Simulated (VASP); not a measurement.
## NaF: single point with LDA

NaF:

```
CELL_PARAMETERS angstrom
0.00000 2.32330 2.32330
2.32330 0.00000 2.32330
2.32330 2.32330 0.00000
ATOMIC_POSITIONS crystal
Na 0.00000 0.00000 0.00000
F 0.50000 0.50000 0.50000
```

```yaml
Program: VASP 6.6.1
Task: single point
Functional: LDA
Potentials_or_basis: VASP PAW LDA potentials, release 64 (Na_pv, F)
Cutoff: 520 eV
k_mesh: 4 × 4 × 4
Occupations: gaussian, width 0.05 eV
Spin: no spin polarisation
```

```
Pressure               : -4.7 GPa
Band gap on the k mesh : 5.91 eV, direct
```

Levels at points of the mesh, in eV from the valence-band top:
```
           k point  band 4  band 5  band 6  band 7  band 8  band 9  band 10  band 11
(0.00, 0.00, 0.00)  -18.75    0.00    0.00    0.00    5.91   18.48    18.48    18.48
(0.50, 0.00, 0.00)  -17.84   -1.64   -0.26   -0.26   10.33   12.03    19.58    19.58
(0.50, 0.50, 0.00)  -18.48   -1.32   -0.42   -0.42   12.68   12.81    13.16    19.22
```

Wall time 2.6 s on 1 thread of AMD EPYC 7R43 64-Core Processor (Zen 3), on a shared host, peak memory 0.08 GiB.

Caveat: the k points lie up to 0.59 Å⁻¹ apart. A hybrid or GW would open this gap; LDA tends to underestimate it.
